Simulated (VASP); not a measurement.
# Ca (Fm-3m) in VASP: single point with r2SCAN

Aim: the single point of Ca with r2SCAN.

All numbers are computed with VASP 6.6.1; they aren't measurements. Logs are shortened: lines on timing, memory, paths and dates and some standing lists are left out, and cuts for length are marked.

## Step 1: The cell of the first run

The structure is cubic, space group Fm-3m (No. 225). Conventional cell: a = 5.569 Å, b = 5.569 Å, c = 5.569 Å, α = 90.00°, β = 90.00°, γ = 90.00°. Ca (site symmetry m-3m) has 12 Ca at 3.94 Å within 5.2 Å.

## Step 2: Single point, r2SCAN

POSCAR reads:

```
Ca
1.0
    0.0000000000      2.7844089270      2.7844089270
    2.7844089270      0.0000000000      2.7844089270
    2.7844089270      2.7844089270      0.0000000000
Ca
1
Direct
    0.0000000000      0.0000000000      0.0000000000
```

INCAR.step1 reads:

```
ALGO = Normal ; EDIFF = 1E-4
ENCUT = 520 ; GGA = PE
ISMEAR = 0 ; LASPH = T
LCHARG = F ; LREAL = F
LWAVE = T ; NBANDS = 11
NELM = 60 ; PREC = Accurate
SIGMA = 0.1
```

INCAR.step2 reads:

```
ALGO = Normal ; EDIFF = 1E-6
ENCUT = 520 ; ISIF = 2
ISMEAR = 0 ; ISTART = 1
LASPH = T ; LCHARG = F
LMIXTAU = T ; LREAL = F
LWAVE = F ; METAGGA = R2SCAN
NBANDS = 11 ; NELM = 60
PREC = Accurate ; SIGMA = 0.1
```

KPOINTS reads:

```
k-points
0
Gamma
  14 14 14
```

Potentials or basis: VASP PAW PBE potentials, release 64 (Ca_sv).

Launch:

```console
$ cat potpaw_PBE.64/Ca_sv/POTCAR > POTCAR
$ cp INCAR.step1 INCAR
$ mpirun -np 1 vasp_std > vasp.out
$ cp INCAR.step2 INCAR
$ mpirun -np 1 vasp_std > vasp.out
```

OUTCAR:

```text
EDIFF = 1E-6
   ENCUT = 520
   ISIF = 2
   ISMEAR = 0
   ISTART = 1
   LASPH = T
   LREAL = F
   METAGGA = R2SCAN
   NELM = 60
   PREC = Accurate

 ion  position               nearest neighbor table
   1  0.000  0.000  0.000-

  LATTYP: Found a face centered cubic cell.
 ALAT       =     5.5688178540

  Lattice vectors:

 A1 = (   0.0000000000,   2.7844089270,   2.7844089270)
 A2 = (   2.7844089270,   0.0000000000,   2.7844089270)
 A3 = (   2.7844089270,   2.7844089270,   0.0000000000)

Analysis of symmetry for initial positions (statically):
=====================================================================
 Subroutine PRICEL returns:
 Original cell was already a primitive cell.

 Routine SETGRP: Setting up the symmetry group for a
 face centered cubic supercell.

 Subroutine GETGRP returns: Found 48 space group operations
 (whereof 48 operations were pure point group operations)
 out of a pool of 48 trial point group operations.

The static configuration has the point symmetry O_h .

Analysis of symmetry for dynamics (positions and initial velocities):
=====================================================================
 Subroutine PRICEL returns:
 Original cell was already a primitive cell.

 Routine SETGRP: Setting up the symmetry group for a
 face centered cubic supercell.

 Subroutine GETGRP returns: Found 48 space group operations
 (whereof 48 operations were pure point group operations)
 out of a pool of 48 trial point group operations.

The dynamic configuration has the point symmetry O_h .

 Subroutine INISYM returns: Found 48 space group operations
 (whereof 48 operations are pure point group operations),
 and found     1 'primitive' translations

----------------------------------------------------------------------------------------

                                     Primitive cell

  volume of cell :      43.1747

  direct lattice vectors                    reciprocal lattice vectors
     0.000000000  2.784408927  2.784408927    -0.179571325  0.179571325  0.179571325
     2.784408927  0.000000000  2.784408927     0.179571325 -0.179571325  0.179571325
     2.784408927  2.784408927  0.000000000     0.179571325  0.179571325 -0.179571325

  length of vectors
     3.937748868  3.937748868  3.937748868     0.311026658  0.311026658  0.311026658

  position of ions in fractional coordinates (direct lattice)
     0.000000000  0.000000000  0.000000000

  ion indices of the primitive-cell ions
   primitive index   ion index
                 1           1

----------------------------------------------------------------------------------------

 KPOINTS: k-points

Automatic generation of k-mesh.
 Grid dimensions read from file:
 generate k-points for:   14   14   14

 Generating k-lattice:

  Cartesian coordinates                     Fractional coordinates (reciprocal lattice)
    -0.012826523  0.012826523  0.012826523     0.071428571  0.000000000  0.000000000
     0.012826523 -0.012826523  0.012826523     0.000000000  0.071428571  0.000000000
     0.012826523  0.012826523 -0.012826523     0.000000000  0.000000000  0.071428571

  Length of vectors
     0.022216190  0.022216190  0.022216190

  Shift w.r.t. Gamma in fractional coordinates (k-lattice)
     0.000000000  0.000000000  0.000000000

 Subroutine IBZKPT returns following result:
 ===========================================

 Found    104 irreducible k-points:

 Following reciprocal coordinates:
            Coordinates               Weight
  0.000000  0.000000  0.000000      1.000000
  0.071429  0.000000  0.000000      8.000000
  0.142857  0.000000  0.000000      8.000000
  0.214286  0.000000  0.000000      8.000000
  0.285714  0.000000  0.000000      8.000000
  0.357143  0.000000  0.000000      8.000000
[... 16 lines left out ...]
  0.214286  0.142857  0.000000     24.000000
  0.285714  0.142857  0.000000     24.000000
 [... further k-points ...]
   k-points           NKPTS =    104   k-points in BZ     NKDIM =    104   number of bands    NBANDS=     11
   number of dos      NEDOS =    301   number of ions     NIONS =      1
   total plane-waves  NPLWV =  27000
   dimension x,y,z NGX =    30 NGY =   30 NGZ =   30
   dimension x,y,z NGXF=    60 NGYF=   60 NGZF=   60
   ions per type =               1
   NGX,Y,Z   is equivalent  to a cutoff of  12.67, 12.67, 12.67 a.u.
   NGXF,Y,Z  is equivalent  to a cutoff of  25.33, 25.33, 25.33 a.u.
 SYSTEM =  unknown system
   PREC   = accura    normal or accurate (medium, high low for compatibility)
   ISTART =      1    job   : 0-new  1-cont  2-samecut
   ICHARG =      0    charge: 1-file 2-atom 10-const
   ISPIN  =      1    spin polarized calculation?
   LNONCOLLINEAR =      F non collinear calculations
   LSORBIT =      F    spin-orbit coupling
   LASPH  =      T    aspherical Exc in radial PAW
   ENCUT  =  520.0 eV  38.22 Ry    6.18 a.u.   7.32  7.32  7.32*2*pi/ulx,y,z
   NELM   =     60;   NELMIN=  2; NELMDL=  0     # of ELM steps
   EDIFF  = 0.1E-05   stopping-criterion for ELM
   LREAL  =      F    real-space projection
   EDIFFG = 0.1E-04   stopping-criterion for IOM
   NSW    =      0    number of steps for IOM
   IBRION =     -1    ionic relax: 0-MD 1-quasi-New 2-CG
   NFREE  =      0    steps in history (QN), initial steepest desc. (CG)
   ISIF   =      2    stress and relaxation
   ISYM   =      2    0-nonsym 1-usesym 2-fastsym
   POTIM  = 0.5000    time-step for ionic-motion
   TEBEG  =    0.0;   TEEND  =   0.0 temperature during run
   PSTRESS=    0.0 pullay stress
   NELECT =      10.0000    total number of electrons
   NUPDOWN=      -1.0000    fix difference up-down
   EMIN   =  10.00;   EMAX   =-10.00  energy-range for DOS
   EFERMI =   0.00;   METHOD = LEGACY
   ISMEAR =     0;   SIGMA  =   0.10  broadening in eV -4-tet -1-fermi 0-gaus
   EFERMI_NEDOS =   21; number of points for ismear=-14 and -15
   IALGO  =     38    algorithm
   IMIX   =      4    mixing-type and parameters
     AMIX     =   0.40;   BMIX     =  1.00
     AMIX_MAG =   1.60;   BMIX_MAG =  1.00
  volume/ion in A,a.u.               =      43.17       291.36
  Fermi-wavevector in a.u.,A,eV,Ry     =   1.005384  1.899900 13.752718  1.010796
  Thomas-Fermi vector in A             =   2.138060
   LORBIT       =      0    0 simple, 1 ext, 2 COOP (PROOUT), +10 PAW based schemes
   METAGGA = R2SCAN    functional components
   LHFCALC =     F    Hartree Fock is set to
   AEXX    =    0.0000 exact exchange contribution
   IVDW    =     0    specifies the selected vdW correction
   LEPSILON=     F    determine dielectric tensor
   LRPA    =     F    only Hartree local field effects (RPA)
 non-spin polarized calculation
 Gauss-broadening in eV      SIGMA  =   0.10
  energy-cutoff  :      520.00
  volume of cell :       43.17
 maximum number of plane-waves:      1211
 NGX is ok and might be reduce to    30
   NGX = 15   NGY = 15   NGZ = 15

 number of electron       9.9999998 magnetization

 Free energy of the ion-electron system (eV)
  ---------------------------------------------------
  ext. energy  EPLUGINS =         0.00000000
  ---------------------------------------------------
  free energy    TOTEN  =        -7.03517517 eV

  energy without entropy =       -7.02894063  energy(sigma->0) =       -7.03205790

 E-fermi :   1.9003     XC(G=0):  -8.1454

 val. band max:        1.8697207341   @ k =  -0.3571   0.5000   0.1429
 cond. band min:       1.9054703199   @ k =  -0.4286   0.0714   0.0000
 fundamental gap:      0.0357495859
 Fermi energy:         1.9002741421

 k-point     1 :       0.0000    0.0000    0.0000
  band No.  band energies     occupation
      1     -41.9257      2.00000
      2     -21.9564      2.00000
      3     -21.9564      2.00000
      4     -21.9563      2.00000
      5      -2.3402      2.00000
      6       4.5823      0.00000
      7       4.5823      0.00000
      8       4.5823      0.00000
      9       5.6842      0.00000
     10       5.6842      0.00000
     11      11.4140      0.00000

 k-point     2 :       0.0714    0.0000    0.0000
  band No.  band energies     occupation
      1     -41.9250      2.00000
      2     -21.9631      2.00000
      3     -21.9572      2.00000
      4     -21.9572      2.00000
      5      -2.2494      2.00000
      6       4.4757      0.00000
      7       4.6167      0.00000
      8       4.6167      0.00000
      9       5.6526      0.00000
     10       5.6526      0.00000
     11      11.5195      0.00000

 k-point     3 :       0.1429    0.0000    0.0000
  band No.  band energies     occupation
      1     -41.9232      2.00000
      2     -21.9820      2.00000
      3     -21.9598      2.00000
      4     -21.9597      2.00000
      5      -1.9811      2.00000
      6       4.1862      0.00000
      7       4.6942      0.00000
      8       4.6942      0.00000
      9       5.5950      0.00000
     10       5.5950      0.00000
     11      11.3786      0.00000

 k-point     4 :       0.2143    0.0000    0.0000
  band No.  band energies     occupation
      1     -41.9206      2.00000
      2     -22.0093      2.00000
      3     -21.9635      2.00000
      4     -21.9634      2.00000
      5      -1.5482      2.00000
      6       3.7740      0.00000
      7       4.7322      0.00000
      8       4.7322      0.00000
      9       5.6182      0.00000
     10       5.6183      0.00000
     11      10.2596      0.00000
[... 239 lines left out ...]
 k-point    22 :       0.1429    0.1429    0.0000
  band No.  band energies     occupation
      1     -41.9224      2.00000
      2     -21.9813      2.00000
      3     -21.9656      2.00000
      4     -21.9655      2.00000
      5      -1.8631      2.00000
      6       4.1100      0.00000
      7       4.7661      0.00000
      8       4.7661      0.00000
      9       5.2100      0.00000
     10       5.8043      0.00000
     11      11.9350      0.00000

 k-point    23 :       0.2143    0.1429    0.0000
  band No.  band energies     occupation
      1     -41.9205      2.00000
      2     -21.9989      2.00000
      3     -21.9701      2.00000
      4     -21.9691      2.00000
      5      -1.5462      2.00000
      6       3.8540      0.00000
      7       4.7635      0.00000
      8       4.8570      0.00000
      9       5.1098      0.00000
     10       5.8656      0.00000
     11      11.2540      0.00000

 k-point    24 :       0.2857    0.1429    0.0000
  band No.  band energies     occupation
      1     -41.9179      2.00000
      2     -22.0234      2.00000
      3     -21.9747      2.00000
      4     -21.9733      2.00000
      5      -1.0747      2.00000
      6       3.5118      0.00000
      7       4.5166      0.00000
      8       4.8884      0.00000
      9       5.3366      0.00000
     10       5.9887      0.00000
     11      10.0318      0.00000

 [... further k-points ...]
[... 5 lines left out ...]
  --------------------------------------------------------------------------------------
  -------------------------------------------------------------------------------------
  Total        0.0124624      0.0124624      0.0124624      0.0000000      0.0000000      0.0000000
  in kB        0.4624681      0.4624681      0.4624681      0.0000000      0.0000000      0.0000000
  external PRESSURE =       0.4624681 kB  Pullay stress =       0.0000000 kB

 VOLUME and BASIS-vectors are now :
 -----------------------------------------------------------------------------
  energy-cutoff  :      520.00
  volume of cell :       43.17
      direct lattice vectors                 reciprocal lattice vectors
     0.000000000  2.784408927  2.784408927    -0.179571325  0.179571325  0.179571325
     2.784408927  0.000000000  2.784408927     0.179571325 -0.179571325  0.179571325
     2.784408927  2.784408927  0.000000000     0.179571325  0.179571325 -0.179571325

 POSITION                                       TOTAL-FORCE (eV/Angst)
 -----------------------------------------------------------------------------------
      0.00000      0.00000      0.00000         0.000000      0.000000      0.000000
 -----------------------------------------------------------------------------------
    total drift:                               -0.000000     -0.000000      0.000000

  FREE ENERGIE OF THE ION-ELECTRON SYSTEM (eV)
  ---------------------------------------------------
  free  energy   TOTEN  =        -7.0351751719 eV

  energy  without entropy=       -7.0289406302  energy(sigma->0) =       -7.03205790
```

It took 83 s on 1 thread of Intel Xeon 6975P-C (Granite Rapids), shared host; peak memory 0.2 GiB.

What came out:

```
Free energy            : -7.0352 eV
Pressure               : 0.0 GPa
Band gap on the k mesh : zero (bands 5 and 6 overlap by 0.52 eV)
```

Levels at points of the mesh, in eV from the Fermi level:
| k point | band 1 | band 2 | band 3 | band 4 | band 5 | band 6 | band 7 | band 8 | band 9 | band 10 |
| --- | --- | --- | --- | --- | --- | --- | --- | --- | --- | --- |
| (0.00, 0.00, 0.00) | -43.83 | -23.86 | -23.86 | -23.86 | -4.24 | 2.68 | 2.68 | 2.68 | 3.78 | 3.78 |
| (0.50, 0.00, 0.00) | -43.81 | -23.99 | -23.88 | -23.87 | -0.93 | -0.29 | 2.54 | 2.54 | 4.49 | 4.49 |
| (0.50, 0.50, 0.00) | -43.81 | -23.98 | -23.91 | -23.91 | -0.38 | 0.78 | 0.91 | 4.47 | 4.67 | 4.67 |

Caveat: the PAW data sets were made with another functional, which shifts forces and pressure a little.

The gap in the log of VASP goes by the Fermi energy; the results here count the filled bands.